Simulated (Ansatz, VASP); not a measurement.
**Nb in VASP and in Ansatz**

```xyz
1
Lattice="0.0000 2.1096 2.1096 2.1096 0.0000 2.1096 2.1096 2.1096 0.0000" Properties=species:S:1:pos:R:3 pbc="T T T"
Nb    0.0000    0.0000    0.0000
```

Alike in both runs: functional PBE; k mesh 16 × 16 × 16; occupations fermi-dirac, width 0.08 eV; no spin polarisation.

Ansatz relaxed the structure, and its values are those at the end. VASP's run is a single point on that final structure, the one shown.

|  | VASP | Ansatz |
| --- | --- | --- |
| version | VASP 6.6.1 | Ansatz 0.2.0 |
| potentials or method | VASP PAW PBE potentials, release 64 (Nb_sv) | PAW with Ansatz's default frozen-core files, scalar-relativistic |
| plane-wave cutoff (eV) | 520 | 420 |
| valence electrons in the cell | 13 | 13 |

VASP gave:

- pressure (GPa): -0.3

Task: What did Ansatz give for the same quantities?

Result: Pressure (GPa): 0.0.

With one functional, cell and mesh, what is left measures potentials, basis and numerics.
